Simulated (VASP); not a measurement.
A run of VASP 6.6.1 is set up as follows.

The input INCAR:

```
SYSTEM = CsSnI3
PREC     = Accurate       ! precision mode
ENCUT    = 600            ! plane-wave cutoff, eV
EDIFF    = 1E-6           ! SCF threshold, eV
ISMEAR   = -1             ! smearing method
SIGMA    = 0.05           ! smearing width, eV
LREAL    = .False.        ! projectors in reciprocal space
LASPH    = .True.         ! aspherical terms in the spheres
NELM     = 60             ! most SCF steps
ALGO     = Normal         ! electronic algorithm
ISIF     = 3              ! what is computed and relaxed
LWAVE    = .False.        ! write WAVECAR
LCHARG   = .False.        ! write CHGCAR
GGA      = PS             ! functional
IVDW     = 12             ! dispersion correction
IBRION   = 2              ! ionic algorithm
NSW      = 60             ! ionic steps
EDIFFG   = -0.01          ! ionic threshold
```

Contents of KPOINTS:

```
regular mesh
0
Gamma
  5 5 5
  0 0 0
```

The input POSCAR:

```
CsSnI3
1.0
    6.2057000000      0.0000000000      0.0000000000
    0.0000000000      6.2057000000      0.0000000000
    0.0000000000      0.0000000000      6.2057000000
Cs I Sn
1 3 1
Direct
    0.0000000000      0.0000000000      0.0000000000
    0.5000000000      0.5000000000      0.0000000000
    0.5000000000      0.0000000000      0.5000000000
    0.0000000000      0.5000000000      0.5000000000
    0.5000000000      0.5000000000      0.5000000000
```

Potentials or basis: VASP PAW PBE potentials, release 64 (Cs_sv, I, Sn_d).

Run with:

```console
$ cat potpaw_PBE.64/Cs_sv/POTCAR potpaw_PBE.64/I/POTCAR potpaw_PBE.64/Sn_d/POTCAR > POTCAR
$ mpirun -np 1 vasp_std > vasp.out
```

Problem. Predict the relaxed cell.

Solution. a = 6.023 Å, b = 6.023 Å, c = 6.023 Å, α = 90.00°, β = 90.00°, γ = 90.00°.

Problem. Predict the dispersion energy per atom.

Solution. -0.271 eV.

Problem. Predict the relaxed volume.

Solution. 43.70 Å³/atom.

Final structure:
```cif
data_structure
_symmetry_space_group_name_H-M 'P 1'
_symmetry_Int_Tables_number 1
_cell_length_a 6.0229
_cell_length_b 6.0229
_cell_length_c 6.0229
_cell_angle_alpha 90.000
_cell_angle_beta 90.000
_cell_angle_gamma 90.000
_cell_volume 218.48
loop_
_atom_site_label
_atom_site_type_symbol
_atom_site_fract_x
_atom_site_fract_y
_atom_site_fract_z
_atom_site_occupancy
Cs1 Cs 0.00000 0.00000 0.00000 1
I1 I 0.50000 0.50000 0.00000 1
I2 I 0.50000 0.00000 0.50000 1
I3 I 0.00000 0.50000 0.50000 1
Sn1 Sn 0.50000 0.50000 0.50000 1
```

Caveat: the PAW data sets were made with another functional, which shifts forces and pressure a little.
